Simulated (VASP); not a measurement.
# VN (l.b) (Fm-3m) in VASP: a series of runs

Runs on VN (l.b). Level: LDA. Tasks: single point, relaxation of cell and atoms.

Everything below comes from runs of VASP 6.6.1. Logs are shortened: lines on timing, memory, paths and dates and some standing lists are left out, and cuts for length are marked.

## Step 1: The cell of the first run

The structure is cubic, space group Fm-3m (No. 225). The conventional cell has a = 4.080 Å, b = 4.080 Å, c = 4.080 Å, α = 90.00°, β = 90.00°, γ = 90.00°. Within 2.7 Å of V (site symmetry m-3m) lie 6 N at 2.04 Å. N (site symmetry m-3m) has 6 V at 2.04 Å within 2.7 Å.

## Step 2: Single point, LDA

INCAR

```
ALGO = Normal ; EDIFF = 1E-6
ENCUT = 600 ; GGA_COMPAT = F
ISIF = 2 ; ISMEAR = 0
LASPH = T ; LCHARG = F
LREAL = F ; LWAVE = F
NBANDS = 16 ; NELM = 120
PREC = Accurate ; SIGMA = 0.1
```

KPOINTS

```
k-points
0
Gamma
  8 8 8
```

POSCAR

```
VN
1.0
    0.0000000000      2.0400000000      2.0400000000
    2.0400000000      0.0000000000      2.0400000000
    2.0400000000      2.0400000000      0.0000000000
V N
1 1
Direct
    0.0000000000      0.0000000000      0.0000000000
    0.5000000000      0.5000000000      0.5000000000
```

Potentials or basis: VASP PAW LDA potentials, release 64 (V_sv, N).

Run with:

```bash
$ cat potpaw_LDA.64/V_sv/POTCAR potpaw_LDA.64/N/POTCAR > POTCAR
$ mpirun -np 1 vasp_std > vasp.out
```

OUTCAR:

```text
EDIFF = 1E-6
   ENCUT = 600
   ISIF = 2
   ISMEAR = 0
   LASPH = T
   LREAL = F
   NELM = 120
   PREC = Accurate

 ion  position               nearest neighbor table
   1  0.000  0.000  0.000-   2 2.04   2 2.04   2 2.04   2 2.04   2 2.04   2 2.04
   2  0.500  0.500  0.500-   1 2.04   1 2.04   1 2.04   1 2.04   1 2.04   1 2.04

  LATTYP: Found a face centered cubic cell.
 ALAT       =     4.0800000000

  Lattice vectors:

 A1 = (   0.0000000000,   2.0400000000,   2.0400000000)
 A2 = (   2.0400000000,   0.0000000000,   2.0400000000)
 A3 = (   2.0400000000,   2.0400000000,   0.0000000000)

Analysis of symmetry for initial positions (statically):
=====================================================================
 Subroutine PRICEL returns:
 Original cell was already a primitive cell.

 Routine SETGRP: Setting up the symmetry group for a
 face centered cubic supercell.

 Subroutine GETGRP returns: Found 48 space group operations
 (whereof 48 operations were pure point group operations)
 out of a pool of 48 trial point group operations.

The static configuration has the point symmetry O_h .

Analysis of symmetry for dynamics (positions and initial velocities):
=====================================================================
 Subroutine PRICEL returns:
 Original cell was already a primitive cell.

 Routine SETGRP: Setting up the symmetry group for a
 face centered cubic supercell.

 Subroutine GETGRP returns: Found 48 space group operations
 (whereof 48 operations were pure point group operations)
 out of a pool of 48 trial point group operations.

The dynamic configuration has the point symmetry O_h .

 Subroutine INISYM returns: Found 48 space group operations
 (whereof 48 operations are pure point group operations),
 and found     1 'primitive' translations

----------------------------------------------------------------------------------------

                                     Primitive cell

  volume of cell :      16.9793

  direct lattice vectors                    reciprocal lattice vectors
     0.000000000  2.040000000  2.040000000    -0.245098039  0.245098039  0.245098039
     2.040000000  0.000000000  2.040000000     0.245098039 -0.245098039  0.245098039
     2.040000000  2.040000000  0.000000000     0.245098039  0.245098039 -0.245098039

  length of vectors
     2.884995667  2.884995667  2.884995667     0.424522257  0.424522257  0.424522257

  position of ions in fractional coordinates (direct lattice)
     0.000000000  0.000000000  0.000000000
     0.500000000  0.500000000  0.500000000

  ion indices of the primitive-cell ions
   primitive index   ion index
                 1           1
                 2           2

----------------------------------------------------------------------------------------

 KPOINTS: k-points

Automatic generation of k-mesh.
 Grid dimensions read from file:
 generate k-points for:    8    8    8

 Generating k-lattice:

  Cartesian coordinates                     Fractional coordinates (reciprocal lattice)
    -0.030637255  0.030637255  0.030637255     0.125000000  0.000000000  0.000000000
     0.030637255 -0.030637255  0.030637255     0.000000000  0.125000000  0.000000000
     0.030637255  0.030637255 -0.030637255     0.000000000  0.000000000  0.125000000

  Length of vectors
     0.053065282  0.053065282  0.053065282

  Shift w.r.t. Gamma in fractional coordinates (k-lattice)
     0.000000000  0.000000000  0.000000000

 Subroutine IBZKPT returns following result:
 ===========================================

 Found     29 irreducible k-points:

 Following reciprocal coordinates:
            Coordinates               Weight
  0.000000  0.000000  0.000000      1.000000
  0.125000  0.000000  0.000000      8.000000
  0.250000  0.000000  0.000000      8.000000
  0.375000  0.000000  0.000000      8.000000
  0.500000  0.000000  0.000000      4.000000
  0.125000  0.125000  0.000000      6.000000
[... 16 lines left out ...]
  0.500000  0.250000  0.125000     48.000000
 -0.375000  0.250000  0.125000     24.000000
 [... further k-points ...]
   k-points           NKPTS =     29   k-points in BZ     NKDIM =     29   number of bands    NBANDS=     16
   number of dos      NEDOS =    301   number of ions     NIONS =      2
   total plane-waves  NPLWV =  13824
   dimension x,y,z NGX =    24 NGY =   24 NGZ =   24
   dimension x,y,z NGXF=    48 NGYF=   48 NGZF=   48
   ions per type =               1   1
   NGX,Y,Z   is equivalent  to a cutoff of  13.83, 13.83, 13.83 a.u.
   NGXF,Y,Z  is equivalent  to a cutoff of  27.66, 27.66, 27.66 a.u.
 SYSTEM =  unknown system
   PREC   = accura    normal or accurate (medium, high low for compatibility)
   ISTART =      0    job   : 0-new  1-cont  2-samecut
   ICHARG =      2    charge: 1-file 2-atom 10-const
   ISPIN  =      1    spin polarized calculation?
   LNONCOLLINEAR =      F non collinear calculations
   LSORBIT =      F    spin-orbit coupling
   LASPH  =      T    aspherical Exc in radial PAW
   ENCUT  =  600.0 eV  44.10 Ry    6.64 a.u.   5.76  5.76  5.76*2*pi/ulx,y,z
   NELM   =    120;   NELMIN=  2; NELMDL= -5     # of ELM steps
   EDIFF  = 0.1E-05   stopping-criterion for ELM
   LREAL  =      F    real-space projection
   EDIFFG = 0.1E-04   stopping-criterion for IOM
   NSW    =      0    number of steps for IOM
   IBRION =     -1    ionic relax: 0-MD 1-quasi-New 2-CG
   NFREE  =      0    steps in history (QN), initial steepest desc. (CG)
   ISIF   =      2    stress and relaxation
   ISYM   =      2    0-nonsym 1-usesym 2-fastsym
   POTIM  = 0.5000    time-step for ionic-motion
   TEBEG  =    0.0;   TEEND  =   0.0 temperature during run
   PSTRESS=    0.0 pullay stress
   NELECT =      18.0000    total number of electrons
   NUPDOWN=      -1.0000    fix difference up-down
   EMIN   =  10.00;   EMAX   =-10.00  energy-range for DOS
   EFERMI =   0.00;   METHOD = LEGACY
   ISMEAR =     0;   SIGMA  =   0.10  broadening in eV -4-tet -1-fermi 0-gaus
   EFERMI_NEDOS =   21; number of points for ismear=-14 and -15
   IALGO  =     38    algorithm
   IMIX   =      4    mixing-type and parameters
     AMIX     =   0.40;   BMIX     =  1.00
     AMIX_MAG =   1.60;   BMIX_MAG =  1.00
  volume/ion in A,a.u.               =       8.49        57.29
  Fermi-wavevector in a.u.,A,eV,Ry     =   1.669266  3.154455 37.911932  2.786448
  Thomas-Fermi vector in A             =   2.754969
   LORBIT       =      0    0 simple, 1 ext, 2 COOP (PROOUT), +10 PAW based schemes
   GGA     = CA    functional components
   LHFCALC =     F    Hartree Fock is set to
   AEXX    =    0.0000 exact exchange contribution
   IVDW    =     0    specifies the selected vdW correction
   LEPSILON=     F    determine dielectric tensor
   LRPA    =     F    only Hartree local field effects (RPA)
 non-spin polarized calculation
 Gauss-broadening in eV      SIGMA  =   0.10
  energy-cutoff  :      600.00
  volume of cell :       16.98
 maximum number of plane-waves:       588
   NGX = 11   NGY = 11   NGZ = 11

 number of electron      18.0000006 magnetization

 Free energy of the ion-electron system (eV)
  ---------------------------------------------------
  ext. energy  EPLUGINS =         0.00000000
  ---------------------------------------------------
  free energy    TOTEN  =       -21.51575949 eV

  energy without entropy =      -21.50344608  energy(sigma->0) =      -21.50960279

 E-fermi :  12.2401     XC(G=0): -14.1373

 val. band max:       12.2116378479   @ k =   0.2500   0.0000   0.0000
 cond. band min:      12.2576111888   @ k =  -0.3750   0.2500   0.0000
 fundamental gap:      0.0459733409
 Fermi energy:        12.2400545600

 k-point     1 :       0.0000    0.0000    0.0000
  band No.  band energies     occupation
      1     -52.4580      2.00000
      2     -26.4914      2.00000
      3     -26.4914      2.00000
      4     -26.4914      2.00000
      5      -5.7697      2.00000
      6       9.9358      2.00000
[... 8 lines left out ...]
     15      26.2753      0.00000
     16      32.4664      0.00000

 k-point     2 :       0.1250    0.0000    0.0000
  band No.  band energies     occupation
      1     -52.4450      2.00000
      2     -26.5782      2.00000
      3     -26.4992      2.00000
      4     -26.4992      2.00000
      5      -5.4349      2.00000
      6       8.2715      2.00000
[... 8 lines left out ...]
     15      26.1693      0.00000
     16      32.0098      0.00000

 k-point     3 :       0.2500    0.0000    0.0000
  band No.  band energies     occupation
      1     -52.4134      2.00000
      2     -26.7832      2.00000
      3     -26.5180      2.00000
      4     -26.5180      2.00000
      5      -4.5392      2.00000
      6       5.9644      2.00000
[... 8 lines left out ...]
     15      25.5225      0.00000
     16      30.2228      0.00000

 k-point     4 :       0.3750    0.0000    0.0000
  band No.  band energies     occupation
      1     -52.3816      2.00000
      2     -26.9824      2.00000
      3     -26.5366      2.00000
      4     -26.5366      2.00000
      5      -3.4264      2.00000
      6       3.9576      2.00000
[... 8 lines left out ...]
     15      26.0353      0.00000
     16      28.0815      0.00000
[... 324 lines left out ...]
 k-point    22 :       0.3750    0.2500    0.1250
  band No.  band energies     occupation
      1     -52.3899      2.00000
      2     -26.8221      2.00000
      3     -26.6217      2.00000
      4     -26.5481      2.00000
      5      -4.0943      2.00000
      6       5.0484      2.00000
[... 8 lines left out ...]
     15      25.3852      0.00000
     16      27.7145      0.00000

 k-point    23 :       0.5000    0.2500    0.1250
  band No.  band energies     occupation
      1     -52.3643      2.00000
      2     -26.9273      2.00000
      3     -26.6748      2.00000
      4     -26.5759      2.00000
      5      -3.4289      2.00000
      6       4.3772      2.00000
[... 8 lines left out ...]
     15      25.1499      0.00000
     16      26.5550      0.00000

 k-point    24 :      -0.3750    0.2500    0.1250
  band No.  band energies     occupation
      1     -52.3537      2.00000
      2     -26.9730      2.00000
      3     -26.6887      2.00000
      4     -26.5928      2.00000
      5      -3.1272      2.00000
      6       4.0881      2.00000
[... 8 lines left out ...]
     15      25.4690      0.00000
     16      26.3411      0.00000

 [... further k-points ...]
[... 5 lines left out ...]
  --------------------------------------------------------------------------------------
  -------------------------------------------------------------------------------------
  Total       -0.9044312     -0.9044312     -0.9044312      0.0000000     -0.0000000      0.0000000
  in kB      -85.3425505    -85.3425505    -85.3425505      0.0000000     -0.0000000      0.0000000
  external PRESSURE =     -85.3425505 kB  Pullay stress =       0.0000000 kB

 VOLUME and BASIS-vectors are now :
 -----------------------------------------------------------------------------
  energy-cutoff  :      600.00
  volume of cell :       16.98
      direct lattice vectors                 reciprocal lattice vectors
     0.000000000  2.040000000  2.040000000    -0.245098039  0.245098039  0.245098039
     2.040000000  0.000000000  2.040000000     0.245098039 -0.245098039  0.245098039
     2.040000000  2.040000000  0.000000000     0.245098039  0.245098039 -0.245098039

 POSITION                                       TOTAL-FORCE (eV/Angst)
 -----------------------------------------------------------------------------------
      0.00000      0.00000      0.00000         0.000000      0.000000      0.000000
      2.04000      2.04000      2.04000         0.000000     -0.000000      0.000000
 -----------------------------------------------------------------------------------
    total drift:                                0.000000     -0.000000     -0.000000

  FREE ENERGIE OF THE ION-ELECTRON SYSTEM (eV)
  ---------------------------------------------------
  free  energy   TOTEN  =       -21.5157594887 eV

  energy  without entropy=      -21.5034460828  energy(sigma->0) =      -21.50960279
```

Wall time 3.6 s (1 thread of Intel Xeon 6975P-C (Granite Rapids), shared host); peak memory 0.13 GiB.

What came out:

```
Free energy            : -21.5158 eV
Pressure               : -8.5 GPa
Band gap on the k mesh : zero (band 9 reaches 12.82 eV, above the bottom of band 10 at 10.57 eV)
```

Caveat: the run has no spin polarisation, though such a crystal can be magnetic.

(Part 1 of 3 ends here.)
